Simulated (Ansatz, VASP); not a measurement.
**Two plane-wave programs on TiH**

INCAR

```
PREC = Accurate ; ENCUT = 520
EDIFF = 1E-7 ; ISMEAR = -1
SIGMA = 0.15 ; LREAL = False
LASPH = True ; NELM = 100
ALGO = Normal ; ISIF = 2
LWAVE = False ; LCHARG = True
LELF = True ; LVHAR = True
NBANDS = 21
```

File KPOINTS:

```
regular mesh
0
Gamma
  8 8 5
```

POSCAR

```
TiH
1.0
    2.9076541708      0.0000000000      0.0000000000
    0.0000000000      2.9076541708      0.0000000000
    0.0000000000      0.0000000000      4.5064008101
Ti H
2 2
Direct
    0.5000000000      0.0000000000      0.5000000000
    0.0000000000      0.5000000000      0.0000000000
    0.0000000000      0.0000000000      0.2500000000
    0.0000000000      0.0000000000      0.7500000000
```

Input for Ansatz:

```yaml
crystal:
  lattice:
    - [2.907654170787327, 0.0, 0.0]
    - [0.0, 2.907654170787327, 0.0]
    - [0.0, 0.0, 4.506400810092797]
  atoms:
    - { symbol: Ti, position: [0.5, 0.0, 0.5] }
    - { symbol: Ti, position: [0.0, 0.5, 0.0] }
    - { symbol: H, position: [0.0, 0.0, 0.25] }
    - { symbol: H, position: [0.0, 0.0, 0.75] }
basis:
  ecutwfc: 653.073269903712
  ecutrho_ratio: 8
kpoints:
  mp_grid:
    grid: [8, 8, 5]
hamiltonian:
  xc: lda
  pseudopotentials:
    kind: paw
scf:
  max_iter: 150
  convergence:
    dr2_threshold: 1.0e-08
  mixing:
    algorithm: broyden
    beta: 0.2
    ndim: 12
  occupations:
    method: fermi_dirac
    width: 0.15
output:
  stress: true
```

Alike in both runs: task single point; functional LDA; k mesh 8 × 8 × 5; occupations fermi-dirac, width 0.15 eV; no spin polarisation.

|  | VASP | Ansatz |
| --- | --- | --- |
| version | VASP 6.6.1 | Ansatz 0.2.0 |
| potentials or method | VASP PAW LDA potentials, release 64 (Ti_sv, H), cutoff 520 eV | plane waves, PAW |
| valence electrons in the cell | 26 | 26 |

```csv
,VASP,Ansatz,Ansatz less VASP
pressure (GPa),-1.0,-1.2,-0.14
"traceless stress, the component that is largest in VASP (GPa)",1.07,1.03,-0.047
```

LDA's correlation is that of Perdew and Zunger in VASP and of Perdew and Wang (1992) in Ansatz. Ansatz's warnings: stress scf threshold loose.
